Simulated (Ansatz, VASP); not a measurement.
# One calculation of BaZnH4, two programs

The input INCAR:

```
PREC     = Accurate       # precision mode
ENCUT    = 600            # plane-wave cutoff, eV
EDIFF    = 1E-7           # SCF threshold, eV
ISMEAR   = 0              # smearing method
SIGMA    = 0.1            # smearing width, eV
LREAL    = F              # projectors in reciprocal space
LASPH    = T              # aspherical terms in the spheres
NELM     = 100            # most SCF steps
ALGO     = Normal         # electronic algorithm
ISIF     = 3              # what is computed and relaxed
LWAVE    = F              # write WAVECAR
LCHARG   = F              # write CHGCAR
GGA      = PE             # functional
IBRION   = 2              # ionic algorithm
NSW      = 90             # ionic steps
EDIFFG   = -0.04          # ionic threshold
```

The input KPOINTS:

```
regular mesh
0
Gamma
  4 4 4
```

Contents of POSCAR:

```
BaZnH4
1.0
    4.2197820100      0.0000000000      0.0000000000
    0.0000000000      4.2197820100      0.0000000000
    0.0000000000      0.0000000000      6.6352969700
Ba Zn H
1 1 4
Direct
    0.5000000000      0.5000000000      0.5000000000
    0.0000000000      0.0000000000      0.0000000000
    0.0000000000      0.0000000000      0.6788081900
    0.5000000000      0.0000000000      0.0000000000
    0.0000000000      0.5000000000      0.0000000000
    0.0000000000      0.0000000000      0.3211918100
```

Input for Ansatz:

```yaml
crystal:
  lattice:
    - [4.21978201, 0.0, 0.0]
    - [0.0, 4.21978201, 0.0]
    - [0.0, 0.0, 6.63529697]
  atoms:
    - { symbol: Ba, position: [0.5, 0.5, 0.5] }
    - { symbol: Zn, position: [0.0, 0.0, 0.0] }
    - { symbol: H, position: [0.0, 0.0, 0.67880819] }
    - { symbol: H, position: [0.5, 0.0, 0.0] }
    - { symbol: H, position: [0.0, 0.5, 0.0] }
    - { symbol: H, position: [0.0, 0.0, 0.32119181] }
basis:
  ecutwfc: 420
kpoints:
  mp_grid: { grid: [4, 4, 4] }
hamiltonian:
  xc: pbe
scf:
  occupations: { method: gaussian, width: 0.1 }
  lower_state_search: "off"
output:
  forces: true
  stress: true
  eigenvalues: true
relax:
  adjacent_minimum: "off"
  f_tol: 0.04
  max_steps: 70
  cell: { stress_tol: 0.4 }
```

Alike in both runs: task relaxation of cell and atoms; functional PBE; k mesh 4 × 4 × 4; occupations gaussian, width 0.1 eV; no spin polarisation.

|  | VASP | Ansatz |
| --- | --- | --- |
| version | VASP 6.6.1 | Ansatz 0.2.0 |
| potentials or method | VASP PAW PBE potentials, release 64 (Ba_sv, Zn, H), cutoff 600 eV | scalar-relativistic, plane waves, PAW |
| valence electrons in the cell | 26 | 26 |

```csv
,VASP,Ansatz,Ansatz less VASP
"gap on the k mesh at the Fermi level, each at its own relaxed structure (eV)",none,none,-
relaxed volume (Å³/atom),12.13,11.88,-0.248
relaxed length of the cell vector where the two differ most in proportion (Å),3.801,3.771,-0.0297
```

A gap of «none» marks a metal or a gap that the smearing closes.

The k mesh is coarse, so the values compare programs but aren't converged. Spin-orbit coupling is off throughout. Noted on VASP's run: the volume moved by over 15 % at a fixed basis, so the end points are rough.
